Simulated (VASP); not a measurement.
# Pd (P6_3/mmc) in VASP: notebook

Pd is run at these levels: PBE; tasks: single point, relaxation of cell and atoms.

Program: VASP 6.6.1. These are calculated values, not measurements. Logs are shortened: lines on timing, memory, paths and dates and some standing lists are left out, and cuts for length are marked.

**1. The cell of the first run**

It takes space group P6_3/mmc (No. 194, hexagonal). Conventional cell: a = 2.770 Å, b = 2.770 Å, c = 4.634 Å, α = 90.00°, β = 90.00°, γ = 120.00°. Pd (site symmetry -6m2) has 12 Pd at 2.77 to 2.82 Å within 3.7 Å.

**2. Single point, PBE**

File INCAR:

```
  ALGO = Normal
  EDIFF = 1E-6
  ENCUT = 520
  GGA = PE
  ISIF = 2
  ISMEAR = -1
  LASPH = T
  LCHARG = F
  LREAL = F
  LWAVE = F
  NBANDS = 17
  NELM = 100
  PREC = Accurate
  SIGMA = 0.05
```

File KPOINTS:

```
k-points
0
Gamma
  17 17 9
```

File POSCAR:

```
Pd
1.0
    2.7702317490      0.0000000000      0.0000000000
   -1.3851158745      2.3990910690      0.0000000000
    0.0000000000      0.0000000000      4.6336465284
Pd
2
Direct
    0.3333333333      0.6666666667      0.2500000000
    0.6666666667      0.3333333333      0.7500000000
```

Potentials or basis: VASP PAW PBE potentials, release 64 (Pd).

Run with:

```sh
> cat potpaw_PBE.64/Pd/POTCAR > POTCAR
> mpirun -np 1 vasp_std > vasp.out
```

OUTCAR:

```text
EDIFF = 1E-6
   ENCUT = 520
   GGA = PE
   ISIF = 2
   ISMEAR = -1
   LASPH = T
   LREAL = F
   NELM = 100
   PREC = Accurate

 ion  position               nearest neighbor table
   1  0.333  0.667  0.250-   2 2.82   2 2.82   2 2.82   2 2.82   2 2.82   2 2.82
   2  0.667  0.333  0.750-   1 2.82   1 2.82   1 2.82   1 2.82   1 2.82   1 2.82

  LATTYP: Found a hexagonal cell.
 ALAT       =     2.7702317490
 C/A-ratio  =     1.6726566397

  Lattice vectors:

 A1 = (   2.7702317490,   0.0000000000,   0.0000000000)
 A2 = (  -1.3851158745,   2.3990910690,   0.0000000000)
 A3 = (   0.0000000000,   0.0000000000,   4.6336465284)

Analysis of symmetry for initial positions (statically):
=====================================================================
 Subroutine PRICEL returns:
 Original cell was already a primitive cell.

 Routine SETGRP: Setting up the symmetry group for a
 hexagonal supercell.

 Subroutine GETGRP returns: Found 24 space group operations
 (whereof 12 operations were pure point group operations)
 out of a pool of 24 trial point group operations.

The static configuration has the point symmetry D_3d.
 The point group associated with its full space group is D_6h.

Analysis of symmetry for dynamics (positions and initial velocities):
=====================================================================
 Subroutine PRICEL returns:
 Original cell was already a primitive cell.

 Routine SETGRP: Setting up the symmetry group for a
 hexagonal supercell.

 Subroutine GETGRP returns: Found 24 space group operations
 (whereof 12 operations were pure point group operations)
 out of a pool of 24 trial point group operations.

The dynamic configuration has the point symmetry D_3d.
 The point group associated with its full space group is D_6h.

 Subroutine INISYM returns: Found 24 space group operations
 (whereof 12 operations are pure point group operations),
 and found     1 'primitive' translations

----------------------------------------------------------------------------------------

                                     Primitive cell

  volume of cell :      30.7954

  direct lattice vectors                    reciprocal lattice vectors
     2.770231749  0.000000000  0.000000000     0.360980629  0.208412263  0.000000000
    -1.385115875  2.399091069  0.000000000     0.000000000  0.416824527  0.000000000
     0.000000000  0.000000000  4.633646528     0.000000000  0.000000000  0.215812750

  length of vectors
     2.770231749  2.770231749  4.633646528     0.416824527  0.416824527  0.215812750

  position of ions in fractional coordinates (direct lattice)
     0.333333333  0.666666667  0.250000000
     0.666666667  0.333333333  0.750000000

  ion indices of the primitive-cell ions
   primitive index   ion index
                 1           1
                 2           2

----------------------------------------------------------------------------------------

 KPOINTS: k-points

Automatic generation of k-mesh.
 Grid dimensions read from file:
 generate k-points for:   17   17    9

 Generating k-lattice:

  Cartesian coordinates                     Fractional coordinates (reciprocal lattice)
     0.021234155  0.012259545  0.000000000     0.058823529  0.000000000  0.000000000
     0.000000000  0.024519090  0.000000000     0.000000000  0.058823529  0.000000000
     0.000000000  0.000000000  0.023979194     0.000000000  0.000000000  0.111111111

  Length of vectors
     0.024519090  0.024519090  0.023979194

  Shift w.r.t. Gamma in fractional coordinates (k-lattice)
     0.000000000  0.000000000  0.000000000

 Subroutine IBZKPT returns following result:
 ===========================================

 Found    165 irreducible k-points:

 Following reciprocal coordinates:
            Coordinates               Weight
  0.000000  0.000000  0.000000      1.000000
  0.058824 -0.000000  0.000000      6.000000
  0.117647 -0.000000  0.000000      6.000000
  0.176471 -0.000000  0.000000      6.000000
  0.235294 -0.000000  0.000000      6.000000
  0.294118 -0.000000  0.000000      6.000000
[... 16 lines left out ...]
  0.411765  0.117647  0.000000     12.000000
  0.176471  0.176471  0.000000      6.000000
 [... further k-points ...]
   k-points           NKPTS =    165   k-points in BZ     NKDIM =    165   number of bands    NBANDS=     17
   number of dos      NEDOS =    301   number of ions     NIONS =      2
   total plane-waves  NPLWV =  20736
   dimension x,y,z NGX =    24 NGY =   24 NGZ =   36
   dimension x,y,z NGXF=    48 NGYF=   48 NGZF=   72
   ions per type =               2
   NGX,Y,Z   is equivalent  to a cutoff of  14.40, 14.40, 12.92 a.u.
   NGXF,Y,Z  is equivalent  to a cutoff of  28.81, 28.81, 25.83 a.u.
 SYSTEM =  unknown system
   PREC   = accura    normal or accurate (medium, high low for compatibility)
   ISTART =      0    job   : 0-new  1-cont  2-samecut
   ICHARG =      2    charge: 1-file 2-atom 10-const
   ISPIN  =      1    spin polarized calculation?
   LNONCOLLINEAR =      F non collinear calculations
   LSORBIT =      F    spin-orbit coupling
   LASPH  =      T    aspherical Exc in radial PAW
   ENCUT  =  520.0 eV  38.22 Ry    6.18 a.u.   5.15  5.15  8.62*2*pi/ulx,y,z
   NELM   =    100;   NELMIN=  2; NELMDL= -5     # of ELM steps
   EDIFF  = 0.1E-05   stopping-criterion for ELM
   LREAL  =      F    real-space projection
   EDIFFG = 0.1E-04   stopping-criterion for IOM
   NSW    =      0    number of steps for IOM
   IBRION =     -1    ionic relax: 0-MD 1-quasi-New 2-CG
   NFREE  =      0    steps in history (QN), initial steepest desc. (CG)
   ISIF   =      2    stress and relaxation
   ISYM   =      2    0-nonsym 1-usesym 2-fastsym
   POTIM  = 0.5000    time-step for ionic-motion
   TEBEG  =    0.0;   TEEND  =   0.0 temperature during run
   PSTRESS=    0.0 pullay stress
   NELECT =      20.0000    total number of electrons
   NUPDOWN=      -1.0000    fix difference up-down
   EMIN   =  10.00;   EMAX   =-10.00  energy-range for DOS
   EFERMI =   0.00;   METHOD = LEGACY
   ISMEAR =    -1;   SIGMA  =   0.05  broadening in eV -4-tet -1-fermi 0-gaus
   EFERMI_NEDOS =   21; number of points for ismear=-14 and -15
   IALGO  =     38    algorithm
   IMIX   =      4    mixing-type and parameters
     AMIX     =   0.40;   BMIX     =  1.00
     AMIX_MAG =   1.60;   BMIX_MAG =  1.00
  volume/ion in A,a.u.               =      15.40       103.91
  Fermi-wavevector in a.u.,A,eV,Ry     =   1.417717  2.679097 27.346647  2.009922
  Thomas-Fermi vector in A             =   2.538918
   LORBIT       =      0    0 simple, 1 ext, 2 COOP (PROOUT), +10 PAW based schemes
   GGA     = PE    functional components
   LHFCALC =     F    Hartree Fock is set to
   AEXX    =    0.0000 exact exchange contribution
   IVDW    =     0    specifies the selected vdW correction
   LEPSILON=     F    determine dielectric tensor
   LRPA    =     F    only Hartree local field effects (RPA)
 non-spin polarized calculation
  energy-cutoff  :      520.00
  volume of cell :       30.80
 maximum number of plane-waves:       843
 NGX is ok and might be reduce to    24
   NGX = 11   NGY = 11   NGZ = 17

 number of electron      20.0000006 magnetization

 Free energy of the ion-electron system (eV)
  ---------------------------------------------------
  ext. energy  EPLUGINS =         0.00000000
  ---------------------------------------------------
  free energy    TOTEN  =       -10.39019648 eV

  energy without entropy =      -10.34533150  energy(sigma->0) =      -10.36776399

 E-fermi :   9.0754     XC(G=0): -12.9163

 val. band max:        9.0750865967   @ k =   0.1765   0.1176   0.4444
 cond. band min:       9.0759323154   @ k =   0.4118   0.0588   0.0000
 fundamental gap:      0.0008457187
 Fermi energy:         9.0753591249

 k-point     1 :       0.0000    0.0000    0.0000
  band No.  band energies     occupation
      1       2.2627      2.00000
      2       4.0901      2.00000
      3       6.2995      2.00000
      4       6.5128      2.00000
      5       6.5128      2.00000
      6       6.8368      2.00000
[... 9 lines left out ...]
     16      28.5623      0.00000
     17      31.0358      0.00000

 k-point     2 :       0.0588   -0.0000    0.0000
  band No.  band energies     occupation
      1       2.3729      2.00000
      2       4.1693      2.00000
      3       6.2389      2.00000
      4       6.5622      2.00000
      5       6.5852      2.00000
      6       6.8003      2.00000
[... 9 lines left out ...]
     16      28.4446      0.00000
     17      30.2378      0.00000

 k-point     3 :       0.1176   -0.0000    0.0000
  band No.  band energies     occupation
      1       2.6929      2.00000
      2       4.3844      2.00000
      3       6.0913      2.00000
      4       6.6284      2.00000
      5       6.7825      2.00000
      6       6.7972      2.00000
[... 9 lines left out ...]
     16      28.1534      0.00000
     17      28.8141      0.00000

 k-point     4 :       0.1765   -0.0000    0.0000
  band No.  band energies     occupation
      1       3.1843      2.00000
      2       4.6494      2.00000
      3       5.9471      2.00000
      4       6.5195      2.00000
      5       6.5535      2.00000
      6       7.0313      2.00000
[... 9 lines left out ...]
     16      27.8742      0.00000
     17      28.4129      0.00000

 k-point     5 :       0.2353   -0.0000    0.0000
  band No.  band energies     occupation
      1       3.7577      2.00000
      2       4.7813      2.00000
      3       5.9678      2.00000
      4       5.9723      2.00000
      5       6.4447      2.00000
      6       7.0169      2.00000
[... 9 lines left out ...]
     16      27.0907      0.00000
     17      28.0709      0.00000

 k-point     6 :       0.2941   -0.0000    0.0000
  band No.  band energies     occupation
      1       4.2333      2.00000
      2       4.7012      2.00000
      3       5.4704      2.00000
      4       6.2393      2.00000
      5       6.5346      2.00000
      6       6.8458      2.00000
[... 9 lines left out ...]
     16      25.7647      0.00000
     17      27.2029      0.00000

 k-point     7 :       0.3529    0.0000    0.0000
  band No.  band energies     occupation
      1       4.3863      2.00000
      2       4.6143      2.00000
      3       5.0868      2.00000
      4       6.6264      2.00000
      5       6.7026      2.00000
      6       6.8015      2.00000
[... 9 lines left out ...]
     16      24.5244      0.00000
     17      25.2604      0.00000

 k-point     8 :       0.4118   -0.0000    0.0000
  band No.  band energies     occupation
      1       4.2898      2.00000
      2       4.6097      2.00000
      3       4.8270      2.00000
      4       6.6002      2.00000
      5       6.7827      2.00000
      6       6.9034      2.00000
[... 9 lines left out ...]
     16      23.3366      0.00000
     17      23.3961      0.00000
[... 203 lines left out ...]
      1       4.0408      2.00000
      2       5.0170      2.00000
      3       5.6527      2.00000
      4       5.8578      2.00000
      5       6.4948      2.00000
      6       6.6959      2.00000
[... 9 lines left out ...]
     16      26.9120      0.00000
     17      28.5262      0.00000

 k-point    20 :       0.2353    0.1176    0.0000
  band No.  band energies     occupation
      1       4.5410      2.00000
      2       4.9379      2.00000
      3       5.4278      2.00000
      4       5.8413      2.00000
      5       6.5486      2.00000
      6       6.5774      2.00000
[... 9 lines left out ...]
     16      25.8050      0.00000
     17      27.4619      0.00000

 k-point    21 :       0.2941    0.1176    0.0000
  band No.  band energies     occupation
      1       4.6999      2.00000
      2       4.8350      2.00000
      3       5.0899      2.00000
      4       6.2675      2.00000
      5       6.4593      2.00000
      6       6.7724      2.00000
[... 9 lines left out ...]
     16      24.6906      0.00000
     17      25.4453      0.00000

 k-point    22 :       0.3529    0.1176    0.0000
  band No.  band energies     occupation
      1       4.5630      2.00000
      2       4.8573      2.00000
      3       4.8587      2.00000
      4       6.4289      2.00000
      5       6.7211      2.00000
      6       6.8197      2.00000
[... 9 lines left out ...]
     16      23.5669      0.00000
     17      23.5963      0.00000

 k-point    23 :       0.4118    0.1176    0.0000
  band No.  band energies     occupation
      1       4.4785      2.00000
      2       4.7415      2.00000
      3       4.8461      2.00000
      4       6.4414      2.00000
      5       6.6943      2.00000
      6       6.9977      2.00000
[... 9 lines left out ...]
     16      22.2065      0.00000
     17      22.7536      0.00000

 k-point    24 :       0.1765    0.1765    0.0000
  band No.  band energies     occupation
      1       4.5899      2.00000
      2       5.2215      2.00000
      3       5.4592      2.00000
      4       5.5035      2.00000
      5       6.4872      2.00000
      6       6.5646      2.00000
[... 9 lines left out ...]
     16      26.1128      0.00000
     17      27.7571      0.00000

 [... further k-points ...]
[... 5 lines left out ...]
  --------------------------------------------------------------------------------------
  -------------------------------------------------------------------------------------
  Total       -0.0465680     -0.0465680     -0.0660448      0.0000000     -0.0000000      0.0000000
  in kB       -2.4227693     -2.4227693     -3.4360816      0.0000000     -0.0000000      0.0000000
  external PRESSURE =      -2.7605400 kB  Pullay stress =       0.0000000 kB

 VOLUME and BASIS-vectors are now :
 -----------------------------------------------------------------------------
  energy-cutoff  :      520.00
  volume of cell :       30.80
      direct lattice vectors                 reciprocal lattice vectors
     2.770231749  0.000000000  0.000000000     0.360980629  0.208412263  0.000000000
    -1.385115875  2.399091069  0.000000000     0.000000000  0.416824527  0.000000000
     0.000000000  0.000000000  4.633646528     0.000000000  0.000000000  0.215812750

 POSITION                                       TOTAL-FORCE (eV/Angst)
 -----------------------------------------------------------------------------------
     -0.00000      1.59939      1.15841         0.000000      0.000000      0.000000
      1.38512      0.79970      3.47523        -0.000000     -0.000000      0.000000
 -----------------------------------------------------------------------------------
    total drift:                               -0.000000      0.000000     -0.000000

  FREE ENERGIE OF THE ION-ELECTRON SYSTEM (eV)
  ---------------------------------------------------
  free  energy   TOTEN  =       -10.3901964773 eV

  energy  without entropy=      -10.3453314962  energy(sigma->0) =      -10.36776399
```

Run time: 64 s. Hardware: 1 thread of AMD EPYC 9R14 (Zen 4), shared host; peak memory 0.18 GiB.

Results:

* Free energy: -10.3902 eV
* Pressure: -0.3 GPa
* Band gap on the k mesh: zero (band 10 reaches 9.25 eV, above the bottom of band 11 at 8.50 eV)

**3. Single point, PBE**

This run uses another cell than the first one, of 16.30 Å³/atom, 1.059 times its volume.

File INCAR:

```
PREC = Accurate ; ENCUT = 520
EDIFF = 1E-6 ; ISMEAR = -1
SIGMA = 0.05 ; LREAL = False
LASPH = True ; NELM = 100
ALGO = Normal ; ISIF = 2
LWAVE = False ; LCHARG = False
GGA = PE ; NBANDS = 17
```

File KPOINTS:

```
regular mesh
0
Gamma
  17 17 9
```

File POSCAR:

```
Pd
1.0
    2.8295893863      0.0000000000      0.0000000000
   -1.4147946932      2.4504962909      0.0000000000
    0.0000000000      0.0000000000      4.7016611725
Pd
2
Direct
    0.3333333333      0.6666666667      0.2500000000
    0.6666666667      0.3333333333      0.7500000000
```

Potentials or basis: VASP PAW PBE potentials, release 64 (Pd).

Run with:

```sh
> cat potpaw_PBE.64/Pd/POTCAR > POTCAR
> mpirun -np 1 vasp_std > vasp.out
```

Run time: 62 s. Hardware: 1 thread of AMD EPYC 9R14 (Zen 4), shared host; peak memory 0.18 GiB.

It converged, with:

- Free energy: -10.3398 eV
- Pressure: -8.3 GPa
- Band gap on the k mesh: zero (band 10 reaches 8.34 eV, above the bottom of band 11 at 7.66 eV)

Stress tensor (GPa, compression positive):
```
-8.50  0.00  0.00
 0.00 -8.50  0.00
 0.00  0.00 -7.81
```

Levels at points of the mesh, in eV from the Fermi level:
```
           k point  band 8  band 9  band 10  band 11  band 12  band 13
(0.00, 0.00, 0.00)   -1.44   -1.44    -0.21    -0.21     1.10     6.32
```

(Continued in part 2 of 2.)
